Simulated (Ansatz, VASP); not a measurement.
**SiC: VASP beside Ansatz**

Contents of POSCAR:

```
SiC
1.0
    0.0000000000      2.1740000000      2.1740000000
    2.1740000000      0.0000000000      2.1740000000
    2.1740000000      2.1740000000      0.0000000000
Si C
1 1
Direct
    0.0000000000      0.0000000000     -0.0731826245
    0.7500000000      0.7500000000      0.7500000000
```

Contents of INCAR.step1:

```
SYSTEM = SiC
PREC = Accurate
ENCUT = 520
ISMEAR = 0
SIGMA = 0.05
LREAL = .False.
LASPH = .True.
NELM = 100
NBANDS = 11
GGA = PE
ALGO = Normal
EDIFF = 1E-4
LWAVE = .True.
LCHARG = .False.
```

The input INCAR.step2:

```
SYSTEM = SiC
PREC = Accurate
ENCUT = 520
EDIFF = 1E-6
ISMEAR = 0
SIGMA = 0.05
LREAL = .False.
LASPH = .True.
NELM = 100
ALGO = Normal
ISIF = 2
LWAVE = .False.
LCHARG = .True.
METAGGA = R2SCAN
LMIXTAU = .True.
LELF = .True.
LVHAR = .True.
NBANDS = 11
ISTART = 1
```

The input KPOINTS:

```
Automatic mesh
0
Gamma
  12 12 12
  0 0 0
```

Input for Ansatz:

```yaml
crystal:
  lattice:
    - [0.0, 2.174, 2.174]
    - [2.174, 0.0, 2.174]
    - [2.174, 2.174, 0.0]
  atoms:
    - { symbol: Si, position: [0.0, 0.0, -0.0731826245] }
    - { symbol: C, position: [0.75, 0.75, 0.75] }
basis:
  ecutwfc: 500
kpoints:
  mp_grid: { grid: [12, 12, 12] }
hamiltonian:
  xc: r2scan
scf:
  occupations: { method: gaussian, width: 0.05 }
output:
  forces: true
  stress: true
  eigenvalues: true
```

Alike in both runs: task single point; functional r2SCAN; k mesh 12 × 12 × 12; occupations gaussian, width 0.05 eV; no spin polarisation.

|  | VASP | Ansatz |
| --- | --- | --- |
| version | VASP 6.6.1 | Ansatz 0.2.0 |
| potentials or method | VASP PAW PBE potentials, release 64 (Si, C), cutoff 520 eV | scalar-relativistic, plane waves, PAW |
| valence electrons in the cell | 8 | 8 |

Ansatz gave:

```
gap on the k mesh at the Fermi level (eV)                     : 0.62
least direct gap on the mesh (eV)                             : 4.54
pressure (GPa)                                                : 7.8
traceless stress, the component that is largest in VASP (GPa) : 11.23
rms of the force components (eV/Å)                            : 2.895
```

Problem. What did VASP give for the same quantities?

Solution. gap on the k mesh at the Fermi level (eV): 0.63; least direct gap on the mesh (eV): 4.55; pressure (GPa): 7.5; traceless stress, the component that is largest in VASP (GPa): 11.12; rms of the force components (eV/Å): 2.886.

VASP's potentials were made for PBE, not for r2SCAN. Atom by atom the forces differ by 0.010 eV/Å (rms over components).
